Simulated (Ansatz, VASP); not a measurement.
## SnO: VASP beside Ansatz

The input INCAR:

```
SYSTEM = SnO
ALGO     = Normal         ! electronic algorithm
EDIFF    = 1E-7           ! SCF threshold, eV
ENCUT    = 520            ! plane-wave cutoff, eV
GGA      = PE             ! functional
ISIF     = 2              ! what is computed and relaxed
ISMEAR   = 0              ! smearing method
IVDW     = 12             ! dispersion correction
LASPH    = .True.         ! aspherical terms in the spheres
LCHARG   = .False.        ! write CHGCAR
LREAL    = .False.        ! projectors in reciprocal space
LWAVE    = .False.        ! write WAVECAR
NBANDS   = 50             ! bands
NELM     = 60             ! most SCF steps
PREC     = Accurate       ! precision mode
SIGMA    = 0.15           ! smearing width, eV
```

The input KPOINTS:

```
k-points
0
Gamma
  12 12 5
  0 0 0
```

Contents of POSCAR:

```
SnO
1.0
   -3.8370962910      0.0000000000      0.0000000000
    0.0000000000     -3.8370962910      0.0000000000
    0.0000000000      0.0000000000      9.5242595951
Sn O
4 4
Direct
    1.0000000000      0.5000000000      0.1216210734
    1.0000000000      0.5000000000      0.6216210734
    0.5000000000      1.0000000000      0.3783789266
    0.5000000000      1.0000000000      0.8783789266
    0.0000000000      0.0000000000      0.0000000000
    0.0000000000      0.0000000000      0.5000000000
    0.5000000000      0.5000000000      0.0000000000
    0.5000000000      0.5000000000      0.5000000000
```

Input for Ansatz:

```yaml
crystal:
  lattice:
    - [-3.837096291, 0.0, 0.0]
    - [0.0, -3.837096291, 0.0]
    - [0.0, 0.0, 9.5242595951]
  atoms:
    - { symbol: Sn, position: [1.0, 0.5, 0.1216210734] }
    - { symbol: Sn, position: [1.0, 0.5, 0.6216210734] }
    - { symbol: Sn, position: [0.5, 1.0, 0.3783789266] }
    - { symbol: Sn, position: [0.5, 1.0, 0.8783789266] }
    - { symbol: O, position: [0.0, 0.0, 0.0] }
    - { symbol: O, position: [0.0, 0.0, 0.5] }
    - { symbol: O, position: [0.5, 0.5, 0.0] }
    - { symbol: O, position: [0.5, 0.5, 0.5] }
basis:
  ecutwfc: 420
kpoints:
  mp_grid: { grid: [12, 12, 5] }
hamiltonian:
  xc: pbe
  dispersion: d3bj
scf:
  occupations: { method: gaussian, width: 0.15 }
output:
  forces: true
  stress: true
  eigenvalues: true
```

Alike in both runs: task single point; functional PBE; dispersion D3(BJ); k mesh 12 × 12 × 5; occupations gaussian, width 0.15 eV; no spin polarisation.

```csv
,VASP,Ansatz
version,VASP 6.6.1,Ansatz 0.2.0
potentials or method,"VASP PAW PBE potentials, release 64 (Sn_d, O), cutoff 520 eV","scalar-relativistic, plane waves, PAW"
valence electrons in the cell,80,80
```

Ansatz gave:

| Property | Result |
| --- | --- |
| pressure (GPa) | 0.0 |
| rms of the force components (eV/Å) | 0.003 |

What did VASP give for the same quantities?

Pressure (GPa): 0.2; rms of the force components (eV/Å): 0.035.

Atom by atom the forces differ by 0.032 eV/Å (rms over components).
